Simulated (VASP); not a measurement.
Set up this calculation in VASP 6.6.1, as the native input.

```yaml
Task: single point
Functional: PBE
Potentials_or_basis: VASP PAW PBE potentials, release 64 (Mo_sv, Pb_d)
Cutoff: 520 eV
k_mesh: 12 × 12 × 12
Occupations: gaussian, width 0.1 eV
Spin: no spin polarisation
Dipole_correction: no
Further_INCAR_settings: ALGO = Fast; EDIFF = 1e-07; NBANDS = 36
```

The structure of Mo3Pb lies in POSCAR:

```
Mo3Pb
1.0
    4.1183124379      0.0000000000      0.0000000000
    0.0000000000      4.1183124379      0.0000000000
    0.0000000000      0.0000000000      4.1183124379
Mo Pb
3 1
Direct
    0.0000000000      0.5000000000      0.5000000000
    0.5000000000      0.0000000000      0.5000000000
    0.5000000000      0.5000000000      0.0000000000
    0.0000000000      0.0000000000      0.0000000000
```

These files were run (other wordings do the same):

INCAR

```
  PREC = Accurate
  ENCUT = 520
  EDIFF = 1E-7
  ISMEAR = 0
  SIGMA = 0.1
  LREAL = F
  LASPH = T
  NELM = 60
  ALGO = Fast
  ISIF = 2
  LWAVE = F
  LCHARG = F
  GGA = PE
  NBANDS = 36
```

KPOINTS

```
regular mesh
0
Gamma
  12 12 12
```

Potentials or basis: VASP PAW PBE potentials, release 64 (Mo_sv, Pb_d).

Command:

```sh
$ cat potpaw_PBE.64/Mo_sv/POTCAR potpaw_PBE.64/Pb_d/POTCAR > POTCAR
$ mpirun -np 1 vasp_std > vasp.out
```

It gave:

```
Pressure               : 0.3 GPa
Band gap on the k mesh : zero (band 28 reaches 12.68 eV, above the bottom of band 29 at 11.61 eV)
```

Caveat: spin-orbit coupling is left out, which moves the levels of the heavy elements.

It took 2.9 min on 1 thread of Intel Xeon 6975P-C, on a shared host, peak memory 0.3 GiB.
